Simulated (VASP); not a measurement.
A run of VASP 6.6.1:

File INCAR:

```
PREC     = Accurate       # precision mode
ENCUT    = 520            # plane-wave cutoff, eV
EDIFF    = 1E-8           # SCF threshold, eV
ISMEAR   = -1             # smearing method
SIGMA    = 0.05           # smearing width, eV
LREAL    = False          # projectors in reciprocal space
LASPH    = True           # aspherical terms in the spheres
NELM     = 60             # most SCF steps
ALGO     = Normal         # electronic algorithm
ISIF     = 2              # what is computed and relaxed
LWAVE    = False          # write WAVECAR
LCHARG   = False          # write CHGCAR
GGA      = PE             # functional
LEFG     = True         
NBANDS   = 20             # bands
```

File KPOINTS:

```
Automatic mesh
0
Gamma
  11 11 11
```

The input POSCAR:

```
CdF2
1.0
    0.0000000000      2.7203927178      2.7818305164
    2.7203927178      0.0000000000      2.7818305164
    2.7203927178      2.7203927178      0.0000000000
Cd F
1 2
Direct
    0.0000000000      0.0000000000      0.0000000000
    0.2500000000      0.2500000000      0.2500000000
    0.7500000000      0.7500000000      0.7500000000
```

Potentials or basis: VASP PAW PBE potentials, release 64 (Cd, F).

Run with:

```sh
$ cat potpaw_PBE.64/Cd/POTCAR potpaw_PBE.64/F/POTCAR > POTCAR
$ mpirun -np 1 vasp_std > vasp.out
```

Hardware: 1 thread of AMD EPYC 9R45 96-Core Processor (Zen 5), on a shared host.

Q: How long does it take, and how much memory?

A: Wall time 60 s on 1 thread of AMD EPYC 9R45 96-Core Processor (Zen 5), on a shared host, peak memory 0.2 GiB. Counts: scf iterations 17, k points 126.
